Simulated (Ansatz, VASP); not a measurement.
# Si2B2C: VASP beside Ansatz

```
CELL_PARAMETERS angstrom
3.65311 0.00000 0.00000
-1.82655 3.16369 0.00000
0.00000 0.00000 5.84838
ATOMIC_POSITIONS crystal
Si 0.33333 0.66667 0.23482
Si 0.33333 0.66667 0.76518
B 0.00000 0.00000 0.50000
B 0.33333 0.66667 0.50000
C 0.66667 0.33333 0.50000
```

Alike in both runs: task relaxation of cell and atoms; functional PBE; k mesh 6 × 6 × 4; occupations gaussian, width 0.1 eV; no spin polarisation.

|  | VASP | Ansatz |
| --- | --- | --- |
| version | VASP 6.6.1 | Ansatz 0.2.0 |
| potentials or method | VASP PAW PBE potentials, release 64 (Si, B, C), cutoff 600 eV | scalar-relativistic, plane waves, PAW |
| valence electrons in the cell | 18 | 18 |

VASP gave:

- gap on the k mesh at the Fermi level, each at its own relaxed structure (eV): none
- relaxed volume (Å³/atom): 12.11
- relaxed length of the cell vector where the two differ most in proportion (Å): 8.279

Q: What did Ansatz give for the same quantities?

A: gap on the k mesh at the Fermi level, each at its own relaxed structure (eV): none; relaxed volume (Å³/atom): 12.24; relaxed length of the cell vector where the two differ most in proportion (Å): 8.362.

A gap of «none» marks a metal or a gap that the smearing closes.
